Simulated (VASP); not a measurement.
A run of VASP 6.6.1 is set up as follows.

The input INCAR:

```
PREC = Accurate
ENCUT = 500
EDIFF = 1E-6
ISMEAR = 0
SIGMA = 0.05
LREAL = False
LASPH = True
NELM = 120
ALGO = Normal
ISIF = 2
LWAVE = False
LCHARG = False
GGA = PE
NBANDS = 11
GGA_COMPAT = False
```

File KPOINTS:

```
regular mesh
0
Gamma
  6 6 6
```

POSCAR

```
BAs
1.0
    2.9433469261      0.0000000000      0.0000000000
    0.0000000000      2.9433469261      0.0000000000
    0.0000000000      0.0000000000      2.9433469261
B As
1 1
Direct
    0.0000000000      0.0000000000      0.0000000000
    0.5000000000      0.5000000000      0.5000000000
```

Potentials or basis: VASP PAW PBE potentials, release 64 (B, As).

Launch:

```console
$ cat potpaw_PBE.64/B/POTCAR potpaw_PBE.64/As/POTCAR > POTCAR
$ mpirun -np 1 vasp_std > vasp.out
```

Task: What does it give for the band gap on the k mesh?

Result: Zero (band 4 reaches 9.87 eV, above the bottom of band 5 at 4.47 eV).

Task: Estimate the pressure.

Result: 0.2 GPa.
